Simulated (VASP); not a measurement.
# Ni2H (P3m1) in VASP: a series of runs, part 2 of 2

VASP 6.6.1.

### 3 Single point, r2SCAN

File POSCAR:

```
Ni2H
1.0
    2.6430021000      0.0000000000      0.0000000000
   -1.3215010500      2.2889069600      0.0000000000
    0.0000000000      0.0000000000      4.3080000000
Ni H
2 1
Direct
    0.3333333300      0.6666666700      0.2610000000
    0.6666666700      0.3333333300      0.7960000000
    0.0000000000      0.0000000000      0.0280000000
```

File INCAR.step1:

```
ALGO = Normal ; EDIFF = 1E-4
ENCUT = 520 ; GGA = PE
ISMEAR = -1 ; LASPH = T
LCHARG = F ; LREAL = F
LWAVE = T ; NBANDS = 18
NELM = 60 ; PREC = Accurate
SIGMA = 0.1
```

File INCAR.step2:

```
ALGO = Normal ; EDIFF = 1E-6
ENCUT = 520 ; ISIF = 2
ISMEAR = -1 ; ISTART = 1
LASPH = T ; LCHARG = F
LMIXTAU = T ; LREAL = F
LWAVE = F ; METAGGA = R2SCAN
NBANDS = 18 ; NELM = 60
PREC = Accurate ; SIGMA = 0.1
```

File KPOINTS:

```
k-points
0
Gamma
  11 11 6
```

Potentials or basis: VASP PAW PBE potentials, release 64 (Ni, H).

On the command line:

```console
> cat potpaw_PBE.64/Ni/POTCAR potpaw_PBE.64/H/POTCAR > POTCAR
> cp INCAR.step1 INCAR
> mpirun -np 1 vasp_std > vasp.out
> cp INCAR.step2 INCAR
> mpirun -np 1 vasp_std > vasp.out
```

OUTCAR:

```text
EDIFF = 1E-6
   ENCUT = 520
   ISIF = 2
   ISMEAR = -1
   ISTART = 1
   LASPH = T
   LREAL = F
   METAGGA = R2SCAN
   NELM = 60
   PREC = Accurate

 ion  position               nearest neighbor table
   1  0.333  0.667  0.261-   3 1.83   3 1.83   3 1.83   2 2.52   2 2.52   2 2.52   2 2.76   2 2.76
                             2 2.76
   2  0.667  0.333  0.796-   3 1.82   3 1.82   3 1.82   1 2.52   1 2.52   1 2.52   1 2.76   1 2.76
                             1 2.76
   3  0.000  0.000  0.028-   2 1.82   2 1.82   2 1.82   1 1.83   1 1.83   1 1.83

  LATTYP: Found a hexagonal cell.
 ALAT       =     2.6430021000
 C/A-ratio  =     1.6299646527

  Lattice vectors:

 A1 = (   2.6430021000,   0.0000000000,   0.0000000000)
 A2 = (  -1.3215010500,   2.2889069600,   0.0000000000)
 A3 = (   0.0000000000,   0.0000000000,   4.3080000000)

Analysis of symmetry for initial positions (statically):
=====================================================================
 Subroutine PRICEL returns:
 Original cell was already a primitive cell.

 Routine SETGRP: Setting up the symmetry group for a
 hexagonal supercell.

 Subroutine GETGRP returns: Found  6 space group operations
 (whereof  6 operations were pure point group operations)
 out of a pool of 24 trial point group operations.

The static configuration has the point symmetry C_3v.

Analysis of symmetry for dynamics (positions and initial velocities):
=====================================================================
 Subroutine PRICEL returns:
 Original cell was already a primitive cell.

 Routine SETGRP: Setting up the symmetry group for a
 hexagonal supercell.

 Subroutine GETGRP returns: Found  6 space group operations
 (whereof  6 operations were pure point group operations)
[... 117 lines left out ...]
   EMIN   =  10.00;   EMAX   =-10.00  energy-range for DOS
   EFERMI =   0.00;   METHOD = LEGACY
   ISMEAR =    -1;   SIGMA  =   0.10  broadening in eV -4-tet -1-fermi 0-gaus
   EFERMI_NEDOS =   21; number of points for ismear=-14 and -15
   IALGO  =     38    algorithm
   IMIX   =      4    mixing-type and parameters
     AMIX     =   0.40;   BMIX     =  1.00
     AMIX_MAG =   1.60;   BMIX_MAG =  1.00
  volume/ion in A,a.u.               =       8.69        58.62
  Fermi-wavevector in a.u.,A,eV,Ry     =   1.523401  2.878810 31.575716  2.320750
  Thomas-Fermi vector in A             =   2.631849
   LORBIT       =      0    0 simple, 1 ext, 2 COOP (PROOUT), +10 PAW based schemes
   METAGGA = R2SCAN    functional components
   LHFCALC =     F    Hartree Fock is set to
   AEXX    =    0.0000 exact exchange contribution
   IVDW    =     0    specifies the selected vdW correction
   LEPSILON=     F    determine dielectric tensor
   LRPA    =     F    only Hartree local field effects (RPA)
 non-spin polarized calculation
  energy-cutoff  :      520.00
  volume of cell :       26.06
 maximum number of plane-waves:       718
   NGX =  9   NGY =  9   NGZ = 17

 number of electron      20.9999991 magnetization

 Free energy of the ion-electron system (eV)
  ---------------------------------------------------
  ext. energy  EPLUGINS =         0.00000000
  ---------------------------------------------------
  free energy    TOTEN  =       -26.97126546 eV

  energy without entropy =      -26.84283081  energy(sigma->0) =      -26.90704813

 E-fermi :   7.5992     XC(G=0): -13.5904

 val. band max:        7.5517006359   @ k =   0.1818   0.1818   0.5000
 cond. band min:       7.6035173104   @ k =   0.0909   0.0000   0.1667
 fundamental gap:      0.0518166745
 Fermi energy:         7.5992211216

 k-point     1 :       0.0000    0.0000    0.0000
  band No.  band energies     occupation
      1      -3.5838      2.00000
      2       3.4096      2.00000
      3       5.3333      2.00000
      4       5.8105      2.00000
      5       5.8105      2.00000
      6       6.0433      2.00000
[... 481 lines left out ...]
      5       5.8594      2.00000
      6       5.8698      2.00000
[... 10 lines left out ...]
     17      22.1614      0.00000
     18      26.4585      0.00000

 [... further k-points ...]

------------------------ aborting loop because EDIFF is reached ----------------------------------------

  FORCE on cell =-STRESS in cart. coord.  units (eV):
  Direction    XX          YY          ZZ          XY          YZ          ZX
  --------------------------------------------------------------------------------------
  -------------------------------------------------------------------------------------
  Total       -2.5994319     -2.5994319     -2.3302400      0.0000000      0.0000000      0.0000000
  in kB     -159.8040118   -159.8040117   -143.2550324      0.0000000      0.0000000      0.0000000
  external PRESSURE =    -154.2876853 kB  Pullay stress =       0.0000000 kB

 VOLUME and BASIS-vectors are now :
 -----------------------------------------------------------------------------
  energy-cutoff  :      520.00
  volume of cell :       26.06
      direct lattice vectors                 reciprocal lattice vectors
     2.643002100  0.000000000  0.000000000     0.378357626  0.218444877  0.000000000
    -1.321501050  2.288906960  0.000000000     0.000000000  0.436889755  0.000000000
     0.000000000  0.000000000  4.308000000     0.000000000  0.000000000  0.232126277

 POSITION                                       TOTAL-FORCE (eV/Angst)
 -----------------------------------------------------------------------------------
     -0.00000      1.52594      1.12439        -0.000000      0.000000      1.114720
      1.32150      0.76297      3.42917         0.000000     -0.000000     -1.115837
      0.00000      0.00000      0.12062         0.000000     -0.000000      0.001117
 -----------------------------------------------------------------------------------
    total drift:                                0.000000     -0.000001      0.004187

  FREE ENERGIE OF THE ION-ELECTRON SYSTEM (eV)
  ---------------------------------------------------
  free  energy   TOTEN  =       -26.9712654566 eV

  energy  without entropy=      -26.8428308092  energy(sigma->0) =      -26.90704813
```

OUTCAR.step1:

```text
EDIFF = 1E-4
   ENCUT = 520
   GGA = PE
   ISMEAR = -1
   LASPH = T
[... 730 lines left out ...]
     -0.00000      1.52594      1.12439        -0.000000     -0.000000      1.217587
      1.32150      0.76297      3.42917         0.000000      0.000000     -1.220265
      0.00000      0.00000      0.12062         0.000000      0.000000      0.002677
 -----------------------------------------------------------------------------------
    total drift:                               -0.000000     -0.000000      0.004160

  FREE ENERGIE OF THE ION-ELECTRON SYSTEM (eV)
  ---------------------------------------------------
  free  energy   TOTEN  =       -14.1709931045 eV

  energy  without entropy=      -14.0384531539  energy(sigma->0) =      -14.10472313
```

It took 2.3 min on 1 thread of Intel Xeon Platinum 8259CL at 2.50GHz (Skylake/Cascade Lake), shared host; peak memory 0.16 GiB.

What came out:

```yaml
Free_energy: -26.9713 eV
Pressure: -15.4 GPa
Largest_force: 1.116 eV/Å
Band_gap_on_the_k_mesh: zero (an odd number of electrons rules out a gap without spin polarisation)
```

Forces on the atoms (eV/Å):
```
Ni   0.000  0.000  1.115
Ni   0.000  0.000 -1.116
H    0.000  0.000  0.001
```

Levels at points of the mesh, in eV from the Fermi level:
| k point | band 9 | band 10 | band 11 | band 12 | band 13 | band 14 |
| --- | --- | --- | --- | --- | --- | --- |
| (0.00, 0.00, 0.00) | -1.09 | -1.09 | -0.32 | -0.32 | 4.54 | 14.17 |
| (0.00, 0.00, 0.50) | -0.69 | -0.69 | -0.43 | -0.43 | 9.44 | 13.04 |

Caveat: the cell stands under tension; the PAW data sets were made with another functional, which shifts forces and pressure a little.
